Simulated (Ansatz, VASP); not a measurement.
**ZrSi6: VASP beside Ansatz**

```
Zr Si
1.0
     5.00200    0.00000    0.00000
     0.00000    5.00200    0.00000
     0.00000    0.00000    5.00200
Zr Si
1 6
Direct
  0.50000 0.50000 0.50000
  0.74081 0.00000 0.00000
  0.25919 0.00000 0.00000
  0.00000 0.74081 0.00000
  0.00000 0.25919 0.00000
  0.00000 0.00000 0.74081
  0.00000 0.00000 0.25919
```

Alike in both runs: task single point; functional PBE; k mesh 4 × 4 × 4; occupations gaussian, width 0.1 eV; no spin polarisation.

|  | VASP | Ansatz |
| --- | --- | --- |
| version | VASP 6.6.1 | Ansatz 0.2.0 |
| potentials or method | VASP PAW PBE potentials, release 64 (Zr_sv, Si), cutoff 520 eV | scalar-relativistic, plane waves, PAW |
| valence electrons in the cell | 36 | 36 |

VASP gave:

| Quantity | Value |
| --- | --- |
| gap on the k mesh at the Fermi level (eV) | none |
| rms of the force components (eV/Å) | 16.792 |

**Question.** What did Ansatz give for the same quantities?

**Answer.** gap on the k mesh at the Fermi level (eV): none; rms of the force components (eV/Å): 16.984.

Atom by atom the forces differ by 0.191 eV/Å (rms over components). A gap of «none» marks a metal or a gap that the smearing closes.
